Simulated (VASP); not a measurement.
# ScAl3 (R-3m) in VASP: further runs, part 2 of 2

VASP 6.6.1.

## Step 3: Single point, PBE

Input file INCAR:

```
SYSTEM = ScAl3
PREC = Accurate
ENCUT = 520
EDIFF = 1E-6
ISMEAR = 0
SIGMA = 0.15
LREAL = .False.
LASPH = .True.
NELM = 60
ALGO = Fast
ISIF = 2
LWAVE = .False.
LCHARG = .True.
GGA = PE
LELF = .True.
LVHAR = .True.
NBANDS = 18
```

Input file KPOINTS:

```
Automatic mesh
0
Gamma
  14 14 14
  0 0 0
```

Input file POSCAR:

```
ScAl3
1.0
    4.1208149355      0.2575509335      0.2575509335
    0.2575509335      4.1208149355      0.2575509335
    0.2575509335      0.2575509335      4.1208149355
Sc Al
1 3
Direct
    0.0000000000      0.0000000000      0.0000000000
    0.5000000000      0.0000000000      0.5000000000
    0.0000000000      0.5000000000      0.5000000000
    0.5000000000      0.5000000000      0.0000000000
```

Potentials or basis: VASP PAW PBE potentials, release 64 (Sc_sv, Al).

Started as:

```bash
> cat potpaw_PBE.64/Sc_sv/POTCAR potpaw_PBE.64/Al/POTCAR > POTCAR
> mpirun -np 1 vasp_std > vasp.out
```

OUTCAR:

```text
SYSTEM = ScAl3
   PREC = Accurate
   ENCUT = 520
   EDIFF = 1E-6
   ISMEAR = 0
   LREAL = .False.
   LASPH = .True.
   NELM = 60
   ISIF = 2
   GGA = PE

 ion  position               nearest neighbor table
   1  0.000  0.000  0.000-   2 2.73   3 2.73   3 2.73   4 2.73   2 2.73   4 2.73   2 3.11   3 3.11
                             3 3.11   4 3.11   2 3.11   4 3.11
   2  0.500  0.000  0.500-   1 2.73   4 2.73   3 2.73   4 2.73   1 2.73   3 2.73   1 3.11   4 3.11
                             3 3.11   4 3.11   1 3.11   3 3.11
   3  0.000  0.500  0.500-   1 2.73   4 2.73   1 2.73   2 2.73   2 2.73   4 2.73   1 3.11   1 3.11
                             2 3.11   4 3.11   4 3.11   2 3.11
   4  0.500  0.500  0.000-   2 2.73   3 2.73   1 2.73   2 2.73   1 2.73   3 2.73   1 3.11   2 3.11
                             2 3.11   3 3.11   3 3.11   1 3.11

  LATTYP: Found a trigonal (rhomboedric) cell.
 ALAT       =     4.1368805517
 COS(alpha) =     0.1279069768

  Lattice vectors:

 A1 = (   4.1208149355,   0.2575509335,   0.2575509335)
 A2 = (   0.2575509335,   4.1208149355,   0.2575509335)
 A3 = (   0.2575509335,   0.2575509335,   4.1208149355)

Analysis of symmetry for initial positions (statically):
=====================================================================
 Subroutine PRICEL returns:
 Original cell was already a primitive cell.

 Routine SETGRP: Setting up the symmetry group for a
 trigonal (rhombohedral) supercell.

 Subroutine GETGRP returns: Found 12 space group operations
 (whereof 12 operations were pure point group operations)
 out of a pool of 12 trial point group operations.

The static configuration has the point symmetry D_3d.

Analysis of symmetry for dynamics (positions and initial velocities):
=====================================================================
 Subroutine PRICEL returns:
 Original cell was already a primitive cell.

 Routine SETGRP: Setting up the symmetry group for a
 trigonal (rhombohedral) supercell.

 Subroutine GETGRP returns: Found 12 space group operations
 (whereof 12 operations were pure point group operations)
 out of a pool of 12 trial point group operations.

The dynamic configuration has the point symmetry D_3d.

 Subroutine INISYM returns: Found 12 space group operations
 (whereof 12 operations are pure point group operations),
 and found     1 'primitive' translations

----------------------------------------------------------------------------------------

                                     Primitive cell

  volume of cell :      69.1902

  direct lattice vectors                    reciprocal lattice vectors
     4.120814936  0.257550934  0.257550934     0.244468005 -0.014380471 -0.014380471
     0.257550934  4.120814936  0.257550934    -0.014380471  0.244468005 -0.014380471
     0.257550934  0.257550934  4.120814936    -0.014380471 -0.014380471  0.244468005

  length of vectors
     4.136880552  4.136880552  4.136880552     0.245312457  0.245312457  0.245312457

  position of ions in fractional coordinates (direct lattice)
     0.000000000  0.000000000  0.000000000
     0.500000000  0.000000000  0.500000000
     0.000000000  0.500000000  0.500000000
     0.500000000  0.500000000  0.000000000

  ion indices of the primitive-cell ions
   primitive index   ion index
                 1           1
                 2           2
                 3           3
                 4           4
[... 31 lines left out ...]
  0.142857  0.000000 -0.000000      6.000000
  0.214286  0.000000  0.000000      6.000000
  0.285714 -0.000000  0.000000      6.000000
  0.357143 -0.000000  0.000000      6.000000
[... 16 lines left out ...]
  0.214286  0.142857  0.000000     12.000000
  0.285714  0.142857 -0.000000     12.000000
 [... further k-points ...]
   k-points           NKPTS =    288   k-points in BZ     NKDIM =    288   number of bands    NBANDS=     18
   number of dos      NEDOS =    301   number of ions     NIONS =      4
   total plane-waves  NPLWV =  32768
   dimension x,y,z NGX =    32 NGY =   32 NGZ =   32
   dimension x,y,z NGXF=    64 NGYF=   64 NGZF=   64
   ions per type =               1   3
   NGX,Y,Z   is equivalent  to a cutoff of  12.86, 12.86, 12.86 a.u.
   NGXF,Y,Z  is equivalent  to a cutoff of  25.72, 25.72, 25.72 a.u.
 SYSTEM =  ScAl3
   PREC   = accura    normal or accurate (medium, high low for compatibility)
   ISTART =      0    job   : 0-new  1-cont  2-samecut
   ICHARG =      2    charge: 1-file 2-atom 10-const
   ISPIN  =      1    spin polarized calculation?
   LNONCOLLINEAR =      F non collinear calculations
   LSORBIT =      F    spin-orbit coupling
   LASPH  =      T    aspherical Exc in radial PAW
   ENCUT  =  520.0 eV  38.22 Ry    6.18 a.u.   7.69  7.69  7.69*2*pi/ulx,y,z
   NELM   =     60;   NELMIN=  2; NELMDL= -5     # of ELM steps
   EDIFF  = 0.1E-05   stopping-criterion for ELM
   LREAL  =      F    real-space projection
   EDIFFG = 0.1E-04   stopping-criterion for IOM
   NSW    =      0    number of steps for IOM
   IBRION =     -1    ionic relax: 0-MD 1-quasi-New 2-CG
   NFREE  =      0    steps in history (QN), initial steepest desc. (CG)
   ISIF   =      2    stress and relaxation
   ISYM   =      2    0-nonsym 1-usesym 2-fastsym
   POTIM  = 0.5000    time-step for ionic-motion
   TEBEG  =    0.0;   TEEND  =   0.0 temperature during run
   PSTRESS=    0.0 pullay stress
   NELECT =      20.0000    total number of electrons
   NUPDOWN=      -1.0000    fix difference up-down
   EMIN   =  10.00;   EMAX   =-10.00  energy-range for DOS
   EFERMI =   0.00;   METHOD = LEGACY
   ISMEAR =     0;   SIGMA  =   0.15  broadening in eV -4-tet -1-fermi 0-gaus
   EFERMI_NEDOS =   21; number of points for ismear=-14 and -15
   IALGO  =     68    algorithm
   IMIX   =      4    mixing-type and parameters
     AMIX     =   0.40;   BMIX     =  1.00
     AMIX_MAG =   1.60;   BMIX_MAG =  1.00
  volume/ion in A,a.u.               =      17.30       116.73
  Fermi-wavevector in a.u.,A,eV,Ry     =   1.082439  2.045513 15.941590  1.171674
  Thomas-Fermi vector in A             =   2.218480
   LORBIT       =      0    0 simple, 1 ext, 2 COOP (PROOUT), +10 PAW based schemes
   GGA     = PE    functional components
   LHFCALC =     F    Hartree Fock is set to
   AEXX    =    0.0000 exact exchange contribution
   IVDW    =     0    specifies the selected vdW correction
   LEPSILON=     F    determine dielectric tensor
   LRPA    =     F    only Hartree local field effects (RPA)
 non-spin polarized calculation
 RMM-DIIS sequential band-by-band and
 Gauss-broadening in eV      SIGMA  =   0.15
  energy-cutoff  :      520.00
  volume of cell :       69.19
 maximum number of plane-waves:      1900
   NGX = 15   NGY = 15   NGZ = 15

 number of electron      20.0000000 magnetization

 Free energy of the ion-electron system (eV)
  ---------------------------------------------------
  ext. energy  EPLUGINS =         0.00000000
  ---------------------------------------------------
  free energy    TOTEN  =       -18.61348993 eV

  energy without entropy =      -18.59111750  energy(sigma->0) =      -18.60230371

 E-fermi :   6.9725     XC(G=0): -10.3422

 val. band max:        6.9712476856   @ k =   0.3571   0.3571   0.0000
 cond. band min:       6.9727889654   @ k =  -0.1429   0.3571   0.0714
 fundamental gap:      0.0015412798
 Fermi energy:         6.9724534394

 k-point     1 :       0.0000    0.0000    0.0000
  band No.  band energies     occupation
      1     -41.8604      2.00000
      2     -20.6390      2.00000
      3     -20.5400      2.00000
      4     -20.5400      2.00000
      5      -2.8175      2.00000
      6       4.5897      2.00000
[... 481 lines left out ...]
      5      -1.9839      2.00000
      6       1.9776      2.00000
[... 10 lines left out ...]
     17      12.2053      0.00000
     18      12.5835      0.00000

 [... further k-points ...]

------------------------ aborting loop because EDIFF is reached ----------------------------------------

  FORCE on cell =-STRESS in cart. coord.  units (eV):
  Direction    XX          YY          ZZ          XY          YZ          ZX
  --------------------------------------------------------------------------------------
  -------------------------------------------------------------------------------------
  Total        2.1220494      2.1220494      2.1220494     -3.8293081     -3.8293081     -3.8293081
  in kB       49.1384734     49.1384734     49.1384734    -88.6719957    -88.6719957    -88.6719957
  external PRESSURE =      49.1384734 kB  Pullay stress =       0.0000000 kB

 VOLUME and BASIS-vectors are now :
 -----------------------------------------------------------------------------
  energy-cutoff  :      520.00
  volume of cell :       69.19
      direct lattice vectors                 reciprocal lattice vectors
     4.120814936  0.257550934  0.257550934     0.244468005 -0.014380471 -0.014380471
     0.257550934  4.120814936  0.257550934    -0.014380471  0.244468005 -0.014380471
     0.257550934  0.257550934  4.120814936    -0.014380471 -0.014380471  0.244468005

 POSITION                                       TOTAL-FORCE (eV/Angst)
 -----------------------------------------------------------------------------------
      0.00000      0.00000      0.00000        -0.000000      0.000000      0.000000
      2.18918      0.25755      2.18918         0.000000      0.000000      0.000000
      0.25755      2.18918      2.18918        -0.000000     -0.000000     -0.000000
      2.18918      2.18918      0.25755        -0.000000      0.000000      0.000000
 -----------------------------------------------------------------------------------
    total drift:                               -0.000000      0.000000      0.000000

  FREE ENERGIE OF THE ION-ELECTRON SYSTEM (eV)
  ---------------------------------------------------
  free  energy   TOTEN  =       -18.6134899287 eV

  energy  without entropy=      -18.5911174984  energy(sigma->0) =      -18.60230371
```

Run time: 5.1 min. Hardware: 1 thread of Intel Xeon Platinum 8259CL at 2.50GHz (Skylake/Cascade Lake), shared host; peak memory 0.44 GiB.

What came out:

| Item | Value |
| --- | --- |
| Free energy | -18.6135 eV |
| Pressure | 4.9 GPa |
| Band gap on the k mesh | zero (bands 10 and 11 overlap by 2.60 eV) |

Caveat: the cell stands under pressure.
